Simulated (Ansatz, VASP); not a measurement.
**One calculation of Zr3S2, two programs**

POSCAR

```
Zr3S2
1.0
    2.9025379727      1.6757810799      3.4877732718
   -2.9025379727      1.6757810799      3.4877732718
    0.0000000000     -3.3515621597      3.4877732718
Zr S
3 2
Direct
    0.8387270000      0.5000000000      0.1612730000
    0.5000000000      0.1612730000      0.8387270000
    0.1612730000      0.8387270000      0.5000000000
    0.6650230000      0.6650230000      0.6650230000
    0.3349770000      0.3349770000      0.3349770000
```

INCAR.step1

```
ALGO = Normal
EDIFF = 1E-4
ENCUT = 520
GGA = PE
ISMEAR = -1
LASPH = T
LCHARG = F
LDAU = T
LDAUJ = 0 0
LDAUL = 2 -1
LDAUTYPE = 2
LDAUU = 4 0
LMAXMIX = 4
LREAL = F
LWAVE = T
NBANDS = 32
NELM = 150
PREC = Accurate
SIGMA = 0.05
```

The input INCAR.step2:

```
ALGO = Normal
EDIFF = 1E-6
ENCUT = 520
ISIF = 2
ISMEAR = -1
ISTART = 1
LASPH = T
LCHARG = F
LDAU = T
LDAUJ = 0 0
LDAUL = 2 -1
LDAUPRINT = 1
LDAUTYPE = 2
LDAUU = 4 0
LMAXMIX = 4
LMIXTAU = T
LREAL = F
LWAVE = F
METAGGA = R2SCAN
NBANDS = 32
NELM = 150
PREC = Accurate
SIGMA = 0.05
```

The input KPOINTS:

```
k-points
0
Gamma
  6 6 6
```

The input input.yaml:

```yaml
crystal:
  lattice:
    - [2.9025379727, 1.6757810799, 3.4877732718]
    - [-2.9025379727, 1.6757810799, 3.4877732718]
    - [0.0, -3.3515621597, 3.4877732718]
  atoms:
    - { symbol: Zr, position: [0.838727, 0.5, 0.161273] }
    - { symbol: Zr, position: [0.5, 0.161273, 0.838727] }
    - { symbol: Zr, position: [0.161273, 0.838727, 0.5] }
    - { symbol: S, position: [0.665023, 0.665023, 0.665023] }
    - { symbol: S, position: [0.334977, 0.334977, 0.334977] }
hamiltonian:
  xc: r2scan
  pseudopotentials: { kind: paw }
  hubbard: { sites: [{ species: Zr, l: d, u_eff: 4.0 }] }
kpoints:
  mp_grid: { grid: [6, 6, 6] }
scf:
  occupations: { method: fermi_dirac, width: 0.05 }
  n_extra_bands: 12
output:
  forces: true
  stress: true
  eigenvalues: true
  dos: { projected: true, de: 0.05, nscf_kmesh: { grid: [9, 9, 9] } }
```

Alike in both runs: functional r2SCAN; k mesh 6 × 6 × 6; occupations fermi-dirac, width 0.05 eV; no spin polarisation; Hubbard terms Zr d U = 4.0 eV.

|  | VASP | Ansatz |
| --- | --- | --- |
| version | VASP 6.6.1 | Ansatz 0.2.0 |
| potentials or method | VASP PAW PBE potentials, release 64 (Zr_sv, S) | Ansatz PAW |
| plane-wave cutoff (eV) | 520 | 500 |
| valence electrons in the cell | 48 | 48 |
| task | single point | projected density of states |

|  | VASP | Ansatz | Ansatz less VASP |
| --- | --- | --- | --- |
| gap on the k mesh at the Fermi level (eV) | none | none | - |
| pressure (GPa) | 6.3 | 4.0 | -2.29 |
| traceless stress, the component that is largest in VASP (GPa) | 1.20 | 1.18 | -0.018 |
| rms of the force components (eV/Å) | 0.051 | 0.080 | +0.0288 |

VASP's potentials were made for PBE, not for r2SCAN. The programs project onto different local orbitals, so the same U acts differently, and such runs can settle in different states. Atom by atom the forces differ by 0.041 eV/Å (rms over components). A gap of «none» marks a metal or a gap that the smearing closes.
